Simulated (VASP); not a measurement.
## Mg2CdN2: single point with LDA

The system is Mg2CdN2.

```
CELL_PARAMETERS angstrom
3.55288 0.00000 0.00000
-1.77644 3.07689 0.00000
0.00000 0.00000 5.98383
ATOMIC_POSITIONS crystal
Mg 0.66667 0.33333 0.15344
Mg 0.33333 0.66667 0.84656
Cd 0.00000 0.00000 0.50000
N 0.69049 0.38098 0.76692
N 0.35716 0.71431 0.22246
```

This cell differs from its parent crystal: all N atoms moved -0.150 Å, as atom 4 towards its neighbour atom 2 (Mg) at 2.099 Å.

- Program: VASP 6.6.1
- Task: single point
- Functional: LDA
- Potentials or basis: VASP PAW LDA potentials, release 64 (Mg, Cd, N)
- Cutoff: 520 eV
- k mesh: 12 × 12 × 6
- Occupations: gaussian, width 0.03 eV
- Spin: no spin polarisation
- Dipole correction: no
- Further INCAR settings: ALGO = Normal; EDIFF = 1e-06; NBANDS = 21

```json
{
 "Pressure": "-7.2 GPa",
 "Largest force": "1.429 eV/Å",
 "Band gap on the k mesh": "0.37 eV (least direct gap 0.63 eV)"
}
```

Forces in eV/Å, atoms in the order of the input:
```
Mg   0.000  1.427 -0.067
Mg   0.000  0.797 -0.060
Cd   0.000 -0.107  0.001
N    0.000 -0.761 -0.029
N    0.000 -1.355  0.154
```

Stress tensor (GPa, compression positive):
```
-7.76  0.00  0.00
 0.00 -5.52 -0.71
 0.00 -0.71 -8.42
```

Levels at points of the mesh, in eV from the valence-band top:
```csv
k point,band 9,band 10,band 11,band 12,band 13,band 14,band 15,band 16,band 17,band 18
"(0.00, 0.00, 0.00)",-0.50,-0.46,-0.42,-0.29,-0.26,0.37,4.15,6.80,8.87,8.90
"(0.50, 0.00, 0.00)",-3.21,-2.42,-1.50,-0.97,-0.22,3.39,3.95,4.91,7.03,7.95
"(0.00, 0.50, 0.00)",-3.20,-2.42,-1.51,-1.00,-0.20,3.41,3.97,4.93,7.07,8.12
"(0.00, 0.00, 0.50)",-2.71,-0.62,-0.62,-0.11,-0.09,2.90,2.95,7.58,8.69,9.10
"(0.50, 0.00, 0.50)",-3.96,-1.31,-1.03,-0.81,-0.55,2.74,3.03,6.49,7.38,7.72
"(0.00, 0.50, 0.50)",-3.93,-1.30,-1.05,-0.77,-0.59,2.73,3.02,6.56,7.45,7.69
```

Run time: 2.1 min on 1 thread of Intel(R) Xeon(R) 6975P-C (Granite Rapids), with other jobs on the host, peak memory 0.44 GiB.

Caveat: the cell differs from its parent crystal (all N atoms moved -0.150 Å, as atom 4 towards its neighbour atom 2 (Mg) at 2.099 Å); the cell stands under tension; semilocal functionals underestimate gaps, and a narrow one can read as zero; forces of over 1 eV/Å act on the atoms, so gaps and moduli don't describe the material at rest. A k mesh can miss the band edges.
